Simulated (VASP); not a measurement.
Wanted: the native input for a VASP 6.6.1 run.

```yaml
Task: single point
Functional: PBE
Potentials_or_basis: VASP PAW PBE potentials, release 64 (Na_pv, Mg, Bi_d, O)
Cutoff: 520 eV
k_mesh: 8 × 6 × 6
Occupations: gaussian, width 0.02 eV
Spin: no spin polarisation
Dipole_correction: no
Further_INCAR_settings: ALGO = Normal; EDIFF = 1e-06; NBANDS = 41
```

The structure of Na3MgBiO4 lies in POSCAR:

```
Na3MgBiO4
1.0
    3.3537730388      0.0000000000      0.0000000000
    0.0000000000      3.2790768089      5.8565873386
    0.0000000000     -3.2790768089      5.8565873386
Na Mg Bi O
3 1 1 4
Direct
    0.0000000000      0.0449390779      0.5362706158
    0.5000000000      0.9306573191      0.9306573191
    0.0000000000      0.5362706158      0.0449390779
    0.0000000000      0.1122723901      0.1122723901
    0.5000000000      0.5543525810      0.5543525810
    0.0000000000      0.2421477734      0.7639011104
    0.5000000000      0.2039342764      0.2039342764
    0.0000000000      0.7639011104      0.2421477734
    0.5000000000      0.7364669659      0.7364669659
```

One way to write it, as run:

INCAR

```
SYSTEM = Na3MgBiO4
ALGO = Normal ; EDIFF = 1E-6
ENCUT = 520 ; GGA = PE
ISIF = 2 ; ISMEAR = 0
LASPH = .True. ; LCHARG = .True.
LELF = .True. ; LREAL = .False.
LVHAR = .True. ; LWAVE = .False.
NBANDS = 41 ; NELM = 80
PREC = Accurate ; SIGMA = 0.02
```

KPOINTS

```
k-points
0
Gamma
  8 6 6
  0 0 0
```

Potentials or basis: VASP PAW PBE potentials, release 64 (Na_pv, Mg, Bi_d, O).

Launch:

```console
$ cat potpaw_PBE.64/Na_pv/POTCAR potpaw_PBE.64/Mg/POTCAR potpaw_PBE.64/Bi_d/POTCAR potpaw_PBE.64/O/POTCAR > POTCAR
$ mpirun -np 1 vasp_std > vasp.out
```

It gave:

| Property | Result |
| --- | --- |
| Pressure | 0.0 GPa |
| Largest force | 0.046 eV/Å |
| Band gap on the k mesh | 2.25 eV (least direct gap 2.47 eV) |

Caveat: spin-orbit coupling is left out, which moves the levels of the heavy elements.

Wall time 5 min on 1 thread of Intel(R) Xeon(R) Platinum 8488C (Sapphire Rapids), with other jobs on the host, peak memory 0.46 GiB.
